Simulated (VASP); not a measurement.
# LiCl (Fm-3m) in VASP: notebook

Runs on LiCl. Level: PBE0. Tasks: single point, relaxation of cell and atoms.

All numbers are computed with VASP 6.6.1; they aren't measurements. Logs are shortened: lines on timing, memory, paths and dates and some standing lists are left out, and cuts for length are marked.

## 1. The cell of the first run

Symmetry: Fm-3m, No. 225, cubic system. Conventional cell: a = 5.130 Å, b = 5.130 Å, c = 5.130 Å, α = 90.00°, β = 90.00°, γ = 90.00°. Within 3.4 Å of Cl (site symmetry m-3m) lie 6 Li at 2.56 Å. Li (site symmetry m-3m) has 6 Cl at 2.56 Å within 3.4 Å.

## 2. Single point, PBE0

File POSCAR:

```
LiCl
1.0
    0.0000000000      2.5647700000      2.5647700000
    2.5647700000      0.0000000000      2.5647700000
    2.5647700000      2.5647700000      0.0000000000
Cl Li
1 1
Direct
    0.5000000000      0.5000000000      0.5000000000
    0.0000000000      0.0000000000      0.0000000000
```

File INCAR.step1:

```
SYSTEM = LiCl
PREC     = Accurate       ! precision mode
ENCUT    = 520            ! plane-wave cutoff, eV
EDIFF    = 1E-5           ! SCF threshold, eV
ISMEAR   = -1             ! smearing method
SIGMA    = 0.05           ! smearing width, eV
LREAL    = .FALSE.        ! projectors in reciprocal space
LASPH    = .TRUE.         ! aspherical terms in the spheres
NELM     = 60             ! most SCF steps
ALGO     = Normal         ! electronic algorithm
ISIF     = 2              ! what is computed and relaxed
LWAVE    = .TRUE.         ! write WAVECAR
LCHARG   = .FALSE.        ! write CHGCAR
GGA      = PE             ! functional
NBANDS   = 12             ! bands
```

File INCAR.step2:

```
SYSTEM = LiCl
PREC     = Accurate       ! precision mode
ENCUT    = 520            ! plane-wave cutoff, eV
EDIFF    = 1E-7           ! SCF threshold, eV
ISMEAR   = -1             ! smearing method
SIGMA    = 0.05           ! smearing width, eV
LREAL    = .FALSE.        ! projectors in reciprocal space
LASPH    = .TRUE.         ! aspherical terms in the spheres
NELM     = 60             ! most SCF steps
ALGO     = Normal         ! electronic algorithm
ISIF     = 2              ! what is computed and relaxed
LWAVE    = .FALSE.        ! write WAVECAR
LCHARG   = .FALSE.        ! write CHGCAR
GGA      = PE             ! functional
LHFCALC  = .TRUE.         ! exact exchange
AEXX     = 0.25           ! exact-exchange fraction
PRECFOCK = Normal       
ISTART   = 1            
NBANDS   = 12             ! bands
```

File KPOINTS:

```
regular mesh
0
G
  5 5 5
  0 0 0
```

Potentials or basis: VASP PAW PBE potentials, release 64 (Cl, Li_sv).

Run with:

```
$ cat potpaw_PBE.64/Cl/POTCAR potpaw_PBE.64/Li_sv/POTCAR > POTCAR
$ cp INCAR.step1 INCAR
$ mpirun -np 1 vasp_std > vasp.out
$ cp INCAR.step2 INCAR
$ mpirun -np 1 vasp_std > vasp.out
```

OUTCAR:

```text
SYSTEM = LiCl
   PREC = Accurate
   ENCUT = 520
   EDIFF = 1E-7
   ISMEAR = -1
   LREAL = .FALSE.
   LASPH = .TRUE.
   NELM = 60
   ISIF = 2
   GGA = PE
   LHFCALC = .TRUE.
   AEXX = 0.25
   PRECFOCK = Normal
   ISTART = 1

 ion  position               nearest neighbor table
   1  0.500  0.500  0.500-   2 2.56   2 2.56   2 2.56   2 2.56   2 2.56   2 2.56
   2  0.000  0.000  0.000-   1 2.56   1 2.56   1 2.56   1 2.56   1 2.56   1 2.56

  LATTYP: Found a face centered cubic cell.
 ALAT       =     5.1295400000

  Lattice vectors:

 A1 = (   0.0000000000,   2.5647700000,   2.5647700000)
 A2 = (   2.5647700000,   0.0000000000,   2.5647700000)
 A3 = (   2.5647700000,   2.5647700000,   0.0000000000)

Analysis of symmetry for initial positions (statically):
=====================================================================
 Subroutine PRICEL returns:
 Original cell was already a primitive cell.

 Routine SETGRP: Setting up the symmetry group for a
 face centered cubic supercell.

 Subroutine GETGRP returns: Found 48 space group operations
 (whereof 48 operations were pure point group operations)
 out of a pool of 48 trial point group operations.

The static configuration has the point symmetry O_h .

Analysis of symmetry for dynamics (positions and initial velocities):
=====================================================================
 Subroutine PRICEL returns:
 Original cell was already a primitive cell.

 Routine SETGRP: Setting up the symmetry group for a
 face centered cubic supercell.

 Subroutine GETGRP returns: Found 48 space group operations
 (whereof 48 operations were pure point group operations)
 out of a pool of 48 trial point group operations.

The dynamic configuration has the point symmetry O_h .

 Subroutine INISYM returns: Found 48 space group operations
 (whereof 48 operations are pure point group operations),
 and found     1 'primitive' translations

----------------------------------------------------------------------------------------

                                     Primitive cell

  volume of cell :      33.7423

  direct lattice vectors                    reciprocal lattice vectors
     0.000000000  2.564770000  2.564770000    -0.194949255  0.194949255  0.194949255
     2.564770000  0.000000000  2.564770000     0.194949255 -0.194949255  0.194949255
     2.564770000  2.564770000  0.000000000     0.194949255  0.194949255 -0.194949255

  length of vectors
     3.627132518  3.627132518  3.627132518     0.337662014  0.337662014  0.337662014

  position of ions in fractional coordinates (direct lattice)
     0.500000000  0.500000000  0.500000000
     0.000000000  0.000000000  0.000000000

  ion indices of the primitive-cell ions
   primitive index   ion index
                 1           1
                 2           2

----------------------------------------------------------------------------------------

 KPOINTS: regular mesh

Automatic generation of k-mesh.
 Grid dimensions read from file:
 generate k-points for:    5    5    5

 Generating k-lattice:

  Cartesian coordinates                     Fractional coordinates (reciprocal lattice)
    -0.038989851  0.038989851  0.038989851     0.200000000  0.000000000  0.000000000
     0.038989851 -0.038989851  0.038989851     0.000000000  0.200000000  0.000000000
     0.038989851  0.038989851 -0.038989851     0.000000000  0.000000000  0.200000000

  Length of vectors
     0.067532403  0.067532403  0.067532403

  Shift w.r.t. Gamma in fractional coordinates (k-lattice)
     0.000000000  0.000000000  0.000000000

 Subroutine IBZKPT returns following result:
 ===========================================

 Found     10 irreducible k-points:

 Following reciprocal coordinates:
            Coordinates               Weight
  0.000000  0.000000  0.000000      1.000000
  0.200000  0.000000  0.000000      8.000000
  0.400000  0.000000  0.000000      8.000000
  0.200000  0.200000  0.000000      6.000000
  0.400000  0.200000  0.000000     24.000000
 -0.400000  0.200000  0.000000     24.000000
 -0.200000  0.200000  0.000000     12.000000
  0.400000  0.400000  0.000000      6.000000
 -0.400000  0.400000  0.000000     12.000000
 -0.400000  0.400000  0.200000     24.000000
   k-points           NKPTS =     10   k-points in BZ     NKDIM =    125   number of bands    NBANDS=     12
   number of dos      NEDOS =    301   number of ions     NIONS =      2
   total plane-waves  NPLWV =  21952
   dimension x,y,z NGX =    28 NGY =   28 NGZ =   28
   dimension x,y,z NGXF=    56 NGYF=   56 NGZF=   56
   ions per type =               1   1
   NGX,Y,Z   is equivalent  to a cutoff of  12.83, 12.83, 12.83 a.u.
   NGXF,Y,Z  is equivalent  to a cutoff of  25.67, 25.67, 25.67 a.u.
 SYSTEM =  LiCl
   PREC   = accura    normal or accurate (medium, high low for compatibility)
   ISTART =      1    job   : 0-new  1-cont  2-samecut
   ICHARG =      0    charge: 1-file 2-atom 10-const
   ISPIN  =      1    spin polarized calculation?
   LNONCOLLINEAR =      F non collinear calculations
   LSORBIT =      F    spin-orbit coupling
   LASPH  =      T    aspherical Exc in radial PAW
   ENCUT  =  520.0 eV  38.22 Ry    6.18 a.u.   6.74  6.74  6.74*2*pi/ulx,y,z
   NELM   =     60;   NELMIN=  2; NELMDL=  0     # of ELM steps
   EDIFF  = 0.1E-06   stopping-criterion for ELM
   LREAL  =      F    real-space projection
   EDIFFG = 0.1E-05   stopping-criterion for IOM
   NSW    =      0    number of steps for IOM
   IBRION =     -1    ionic relax: 0-MD 1-quasi-New 2-CG
   NFREE  =      0    steps in history (QN), initial steepest desc. (CG)
   ISIF   =      2    stress and relaxation
   ISYM   =      3    0-nonsym 1-usesym 2-fastsym
   POTIM  = 0.5000    time-step for ionic-motion
   TEBEG  =    0.0;   TEEND  =   0.0 temperature during run
   PSTRESS=    0.0 pullay stress
   NELECT =      10.0000    total number of electrons
   NUPDOWN=      -1.0000    fix difference up-down
   EMIN   =  10.00;   EMAX   =-10.00  energy-range for DOS
   EFERMI =   0.00;   METHOD = LEGACY
   ISMEAR =    -1;   SIGMA  =   0.05  broadening in eV -4-tet -1-fermi 0-gaus
   EFERMI_NEDOS =   21; number of points for ismear=-14 and -15
   IALGO  =     38    algorithm
   IMIX   =      1    mixing-type and parameters
     AMIX     =   0.40;   BMIX     =  1.00
     AMIX_MAG =   1.60;   BMIX_MAG =  1.00
  volume/ion in A,a.u.               =      16.87       113.85
  Fermi-wavevector in a.u.,A,eV,Ry     =   1.091482  2.062601 16.209056  1.191332
  Thomas-Fermi vector in A             =   2.227728
   LORBIT       =      0    0 simple, 1 ext, 2 COOP (PROOUT), +10 PAW based schemes
   GGA     = PE    functional components
   LHFCALC =     T    Hartree Fock is set to
   PRECFOCK=normal    Normal, Fast or Accurate (Low or Medium for compatibility)
   ENCUT4O =  -1.0   cutoff for four orbital integrals eV
   NKREDX  =     1    reduce k-point grid by
   NKREDY  =     1    reduce k-point grid by
   NKREDZ  =     1    reduce k-point grid by
   AEXX    =    0.2500 exact exchange contribution
   HFSCREEN=    0.0000 screening length (either q_TF or 0.3 A-1)
   HFSCREENC=   0.0000 screening length for correlation (either q_TF or 0.3 A-1)
   ENCUTFOCK=  -1.0 apply spherical cutoff to Coloumb kernel
   IVDW    =     0    specifies the selected vdW correction
   LEPSILON=     F    determine dielectric tensor
   LRPA    =     F    only Hartree local field effects (RPA)
 non-spin polarized calculation
  energy-cutoff  :      520.00
  volume of cell :       33.74
 maximum number of plane-waves:       922
  NGX = 24; NGY = 24; NGZ = 24

 number of electron      10.0000005 magnetization

 Free energy of the ion-electron system (eV)
  ---------------------------------------------------
  ext. energy  EPLUGINS =         0.00000000
  ---------------------------------------------------
  free energy    TOTEN  =        -8.99021676 eV

  energy without entropy =       -8.99021676  energy(sigma->0) =       -8.99021676

 E-fermi :   0.3985     XC(G=0):  -6.8885

 val. band max:       -0.7875703970   @ k =   0.0000   0.0000   0.0000
 cond. band min:       7.6785465160   @ k =   0.0000   0.0000   0.0000
 fundamental gap:      8.4661169130
 Fermi energy:         0.3985432856

 k-point     1 :       0.0000    0.0000    0.0000
  band No.  band energies     occupation
      1     -47.0820      2.00000
      2     -15.4832      2.00000
      3      -0.7876      2.00000
      4      -0.7876      2.00000
      5      -0.7876      2.00000
      6       7.6785      0.00000
      7      13.4507      0.00000
      8      13.4507      0.00000
      9      13.4507      0.00000
     10      16.2076      0.00000
     11      16.2080      0.00000
     12      16.2197      0.00000

 k-point     2 :       0.2000    0.0000    0.0000
  band No.  band energies     occupation
      1     -47.0810      2.00000
      2     -15.2830      2.00000
      3      -2.0251      2.00000
      4      -0.8918      2.00000
      5      -0.8918      2.00000
      6       8.5306      0.00000
      7      12.3278      0.00000
      8      12.7168      0.00000
      9      12.7168      0.00000
     10      15.0476      0.00000
     11      15.0476      0.00000
     12      16.9682      0.00000

 k-point     3 :       0.4000    0.0000    0.0000
  band No.  band energies     occupation
      1     -47.0794      2.00000
      2     -14.9235      2.00000
      3      -3.6187      2.00000
      4      -1.0463      2.00000
      5      -1.0463      2.00000
      6       8.2094      0.00000
      7      11.1844      0.00000
      8      11.1845      0.00000
      9      14.0948      0.00000
     10      17.8857      0.00000
     11      17.8857      0.00000
     12      18.0044      0.00000
[... 76 lines left out ...]
 k-point     9 :      -0.4000    0.4000    0.0000
  band No.  band energies     occupation
      1     -47.0779      2.00000
      2     -14.6058      2.00000
      3      -3.6357      2.00000
      4      -2.5202      2.00000
      5      -1.7880      2.00000
      6       9.4292      0.00000
      7      10.8464      0.00000
      8      13.3671      0.00000
      9      13.9326      0.00000
     10      15.6190      0.00000
     11      19.3512      0.00000
     12      20.7318      0.00000

 k-point    10 :      -0.4000    0.4000    0.2000
  band No.  band energies     occupation
      1     -47.0781      2.00000
      2     -14.6651      2.00000
      3      -3.3130      2.00000
      4      -2.6544      2.00000
      5      -1.7240      2.00000
      6      10.7017      0.00000
      7      11.1009      0.00000
      8      11.2980      0.00000
      9      13.3561      0.00000
     10      16.5803      0.00000
     11      18.2738      0.00000
     12      20.6892      0.00000

------------------------ aborting loop because EDIFF is reached ----------------------------------------

  FORCE on cell =-STRESS in cart. coord.  units (eV):
  Direction    XX          YY          ZZ          XY          YZ          ZX
  --------------------------------------------------------------------------------------
  -------------------------------------------------------------------------------------
  Total       -0.1047448     -0.1047448     -0.1047448      0.0000000     -0.0000000     -0.0000000
  in kB       -4.9735652     -4.9735652     -4.9735652      0.0000000     -0.0000000     -0.0000000
  external PRESSURE =      -4.9735652 kB  Pullay stress =       0.0000000 kB

 VOLUME and BASIS-vectors are now :
 -----------------------------------------------------------------------------
  energy-cutoff  :      520.00
  volume of cell :       33.74
      direct lattice vectors                 reciprocal lattice vectors
     0.000000000  2.564770000  2.564770000    -0.194949255  0.194949255  0.194949255
     2.564770000  0.000000000  2.564770000     0.194949255 -0.194949255  0.194949255
     2.564770000  2.564770000  0.000000000     0.194949255  0.194949255 -0.194949255

 POSITION                                       TOTAL-FORCE (eV/Angst)
 -----------------------------------------------------------------------------------
      2.56477      2.56477      2.56477         0.000000      0.000000      0.000000
      0.00000      0.00000      0.00000        -0.000000     -0.000000     -0.000000
 -----------------------------------------------------------------------------------
    total drift:                                0.000000      0.000000     -0.000000

  FREE ENERGIE OF THE ION-ELECTRON SYSTEM (eV)
  ---------------------------------------------------
  free  energy   TOTEN  =        -8.9902167635 eV

  energy  without entropy=       -8.9902167635  energy(sigma->0) =       -8.99021676
```

Wall time 7.9 min (1 thread of Intel Xeon 8259CL, shared host); peak memory 0.16 GiB.

Results:

* Free energy: -8.9902 eV
* Band gap on the k mesh: 8.47 eV

Caveat: the k points lie up to 0.42 Å⁻¹ apart; the cutoff is under 1.25 times the usual one of these potentials, so pressure, stress and relaxed cells hold a basis-set (Pulay) error; the PAW data sets were made with another functional, which shifts forces and pressure a little.

## 3. Relaxation of cell and atoms, PBE0

POSCAR is that of step 2.

File INCAR.step1:

```
ALGO     = Normal         # electronic algorithm
EDIFF    = 1E-5           # SCF threshold, eV
ENCUT    = 600            # plane-wave cutoff, eV
GGA      = PE             # functional
ISMEAR   = -1             # smearing method
LASPH    = T              # aspherical terms in the spheres
LCHARG   = F              # write CHGCAR
LREAL    = F              # projectors in reciprocal space
LWAVE    = T              # write WAVECAR
NBANDS   = 12             # bands
NELM     = 60             # most SCF steps
PREC     = Accurate       # precision mode
SIGMA    = 0.05           # smearing width, eV
```

File INCAR.step2:

```
AEXX     = 0.25           # exact-exchange fraction
ALGO     = Normal         # electronic algorithm
EDIFF    = 1E-6           # SCF threshold, eV
EDIFFG   = -0.01          # ionic threshold
ENCUT    = 600            # plane-wave cutoff, eV
GGA      = PE             # functional
IBRION   = 2              # ionic algorithm
ISIF     = 3              # what is computed and relaxed
ISMEAR   = -1             # smearing method
ISTART   = 1            
LASPH    = T              # aspherical terms in the spheres
LCHARG   = F              # write CHGCAR
LHFCALC  = T              # exact exchange
LREAL    = F              # projectors in reciprocal space
LWAVE    = F              # write WAVECAR
NELM     = 60             # most SCF steps
NSW      = 60             # ionic steps
PREC     = Accurate       # precision mode
PRECFOCK = Normal       
SIGMA    = 0.05           # smearing width, eV
```

File KPOINTS:

```
k-points
0
Gamma
  5 5 5
```

Potentials or basis: VASP PAW PBE potentials, release 64 (Cl, Li_sv).

Run with:

```
$ cat potpaw_PBE.64/Cl/POTCAR potpaw_PBE.64/Li_sv/POTCAR > POTCAR
$ cp INCAR.step1 INCAR
$ mpirun -np 1 vasp_std > vasp.out
$ cp INCAR.step2 INCAR
$ mpirun -np 1 vasp_std > vasp.out
```

It took 15 min on 1 thread of Intel Xeon 8259CL, shared host; peak memory 0.18 GiB.

It converged, with:

```yaml
Free_energy: -8.9907 eV
Relaxed_volume: 16.60 Å³/atom
Relaxed_cell: a = 3.608 Å, b = 3.608 Å, c = 3.608 Å, α = 60.00°, β = 60.00°, γ = 60.00°
Space_group_after_relaxing_to_0.1_Å: Fm-3m (No. 225)
Energy_gained_by_relaxing: 0.4 meV/atom
Ionic_steps: 3
Pressure_after_relaxing: 0.0 GPa
Band_gap_on_the_k_mesh: 8.57 eV
```

Step by step:
| step | energy change (eV) | largest force (eV/Å) | pressure (GPa) | volume (Å³) |
| --- | --- | --- | --- | --- |
| 1 | 0.0000 | 0.0000 | -0.53 | 33.74 |
| 2 | -0.0007 | 0.0000 | -0.27 | 33.47 |
| 3 | -0.0009 | 0.0000 | 0.01 | 33.20 |

Final structure:
```cif
data_structure
_symmetry_space_group_name_H-M 'P 1'
_symmetry_Int_Tables_number 1
_cell_length_a 3.6076
_cell_length_b 3.6076
_cell_length_c 3.6076
_cell_angle_alpha 60.000
_cell_angle_beta 60.000
_cell_angle_gamma 60.000
_cell_volume 33.20
loop_
_atom_site_label
_atom_site_type_symbol
_atom_site_fract_x
_atom_site_fract_y
_atom_site_fract_z
_atom_site_occupancy
Cl1 Cl 0.50000 0.50000 0.50000 1
Li1 Li 0.00000 0.00000 0.00000 1
```

Levels at points of the mesh, in eV from the valence-band top:
| k point | band 1 | band 2 | band 3 | band 4 | band 5 | band 6 | band 7 | band 8 | band 9 |
| --- | --- | --- | --- | --- | --- | --- | --- | --- | --- |
| (0.00, 0.00, 0.00) | -46.26 | -14.76 | 0.00 | 0.00 | 0.00 | 8.57 | 14.26 | 14.26 | 14.26 |

Caveat: the k points lie up to 0.43 Å⁻¹ apart in the final cell; the cutoff is under 1.25 times the usual one of these potentials, so pressure, stress and relaxed cells hold a basis-set (Pulay) error; the PAW data sets were made with another functional, which shifts forces and pressure a little; an odd mesh through Γ misses points on the zone boundary, where band edges can lie.
